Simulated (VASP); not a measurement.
Set up this calculation in VASP 6.6.1, as the native input.

```
Task                   : single point
Functional             : PBE
Potentials or basis    : VASP PAW PBE potentials, release 64 (Sc_sv, Al, C, N)
Cutoff                 : 520 eV
k mesh                 : 6 × 6 × 12
Occupations            : gaussian, width 0.1 eV
Spin                   : no spin polarisation
Dipole correction      : no
Further INCAR settings : ALGO = Normal; EDIFF = 1e-06; NBANDS = 36
```

The structure of ScAlC4N4 lies in POSCAR:

```
ScAlC4N4
1.0
    4.3657294730     -5.3740951561     -0.0068969980
    4.3657294730      5.3740951561     -0.0068969980
   -0.3484292577      0.0000000000      3.4427893127
Sc Al C N
1 1 4 4
Direct
    0.5000000000      0.5000000000      0.0000000000
    0.0000000000      0.0000000000      0.0000000000
    0.1863716823      0.8136283177      0.0000000000
    0.8136283177      0.1863716823      0.0000000000
    0.7859244267      0.7859244267      0.7279683511
    0.2140755733      0.2140755733      0.2720316489
    0.2952724477      0.7047275523      0.0000000000
    0.7047275523      0.2952724477      0.0000000000
    0.6682558250      0.6682558250      0.5187466400
    0.3317441750      0.3317441750      0.4812533600
```

These files were run (other wordings do the same):

INCAR

```
PREC = Accurate
ENCUT = 520
EDIFF = 1E-6
ISMEAR = 0
SIGMA = 0.1
LREAL = F
LASPH = T
NELM = 100
ALGO = Normal
ISIF = 2
LWAVE = F
LCHARG = T
GGA = PE
LELF = T
LVHAR = T
NBANDS = 36
```

KPOINTS

```
regular mesh
0
Gamma
  6 6 12
```

Potentials or basis: VASP PAW PBE potentials, release 64 (Sc_sv, Al, C, N).

Command:

```console
$ cat potpaw_PBE.64/Sc_sv/POTCAR potpaw_PBE.64/Al/POTCAR potpaw_PBE.64/C/POTCAR potpaw_PBE.64/N/POTCAR > POTCAR
$ mpirun -np 1 vasp_std > vasp.out
```

It gave:

The pressure is 0.5 GPa. The largest force is 0.402 eV/Å and the band gap on the k mesh is zero (bands 25 and 26 overlap by 0.42 eV).

Run time: 12 min on 1 thread of Intel(R) Xeon(R) Platinum 8488C (Sapphire Rapids), on a shared host, peak memory 0.77 GiB.
